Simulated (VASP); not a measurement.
Input of a VASP 6.6.1 run:

Contents of POSCAR:

```
N
1.0
    0.0000000000      2.0362476927      2.0362476927
    2.0362476927      0.0000000000      2.0362476927
    2.0362476927      2.0362476927      0.0000000000
N
2
Direct
    0.0000000000      0.0000000000      0.0000000000
    0.2500000000      0.2500000000      0.2500000000
```

File INCAR.step1:

```
SYSTEM = N
PREC = Accurate ; ENCUT = 520
ISMEAR = -1 ; SIGMA = 0.1
LREAL = .False. ; LASPH = .True.
NELM = 80 ; NBANDS = 12
GGA = PE ; ALGO = Normal
EDIFF = 1E-4 ; LWAVE = .True.
LCHARG = .False.
```

File INCAR.step2:

```
SYSTEM = N
PREC = Accurate ; ENCUT = 520
EDIFF = 1E-6 ; ISMEAR = -1
SIGMA = 0.1 ; LREAL = .False.
LASPH = .True. ; NELM = 80
ALGO = Normal ; ISIF = 2
LWAVE = .False. ; LCHARG = .True.
METAGGA = R2SCAN ; LMIXTAU = .True.
LELF = .True. ; LVHAR = .True.
NBANDS = 12 ; ISTART = 1
```

The input KPOINTS:

```
Automatic mesh
0
Gamma
  14 14 14
  0 0 0
```

Potentials or basis: VASP PAW PBE potentials, release 64 (N).

Command:

```sh
$ cat potpaw_PBE.64/N/POTCAR > POTCAR
$ cp INCAR.step1 INCAR
$ mpirun -np 1 vasp_std > vasp.out
$ cp INCAR.step2 INCAR
$ mpirun -np 1 vasp_std > vasp.out
```

**Question.** What does it give for the band gap on the k mesh?

**Answer.** Zero (bands 5 and 6 overlap by 2.01 eV).

**Question.** Predict the pressure.

**Answer.** 11.6 GPa.

Caveat: the cell stands under pressure; the PAW data sets were made with another functional, which shifts forces and pressure a little.
